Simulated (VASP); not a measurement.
Wanted: the native input for a VASP 6.6.1 run.

| Property | Result |
| --- | --- |
| Task | single point |
| Functional | PBEsol |
| Potentials or basis | VASP PAW PBE potentials, release 64 (Na_pv, Cl) |
| Cutoff | 500 eV |
| k mesh | 8 × 8 × 8 |
| Occupations | fermi-dirac, width 0.02 eV |
| Spin | no spin polarisation |
| Dipole correction | no |
| Further INCAR settings | ALGO = Normal; EDIFF = 1e-06; NBANDS = 14 |

The structure of NaCl lies in POSCAR:

```
NaCl
1.0
    2.7742000000      0.0000000000      0.0000000000
    0.0000000000      2.7742000000      0.0000000000
    0.0000000000      0.0000000000      2.8600000000
Na Cl
1 1
Direct
    0.0000000000      0.0000000000      0.0000000000
    0.5000000000      0.5000000000      0.5000000000
```

This cell differs from its parent crystal: equal xx and yy strain of -3 %.

One way to write it, as run:

INCAR

```
SYSTEM = NaCl
ALGO = Normal
EDIFF = 1E-6
ENCUT = 500
GGA = PS
GGA_COMPAT = .FALSE.
ISIF = 2
ISMEAR = -1
LASPH = .TRUE.
LCHARG = .FALSE.
LREAL = .FALSE.
LWAVE = .FALSE.
NBANDS = 14
NELM = 120
PREC = Accurate
SIGMA = 0.02
```

KPOINTS

```
k-points
0
G
  8 8 8
  0 0 0
```

Potentials or basis: VASP PAW PBE potentials, release 64 (Na_pv, Cl).

Command:

```bash
$ cat potpaw_PBE.64/Na_pv/POTCAR potpaw_PBE.64/Cl/POTCAR > POTCAR
$ mpirun -np 1 vasp_std > vasp.out
```

Results of the run:

| Property | Result |
| --- | --- |
| Pressure | 76.8 GPa |
| Band gap on the k mesh | 3.79 eV, direct |

Caveat: the cell differs from its parent crystal (equal xx and yy strain of -3 %); the PAW data sets were made with another functional, which shifts forces and pressure a little.

Wall time 12 s on 1 thread of AMD EPYC 7R43 64-Core Processor (Zen 3), with other jobs on the host, peak memory 0.1 GiB.
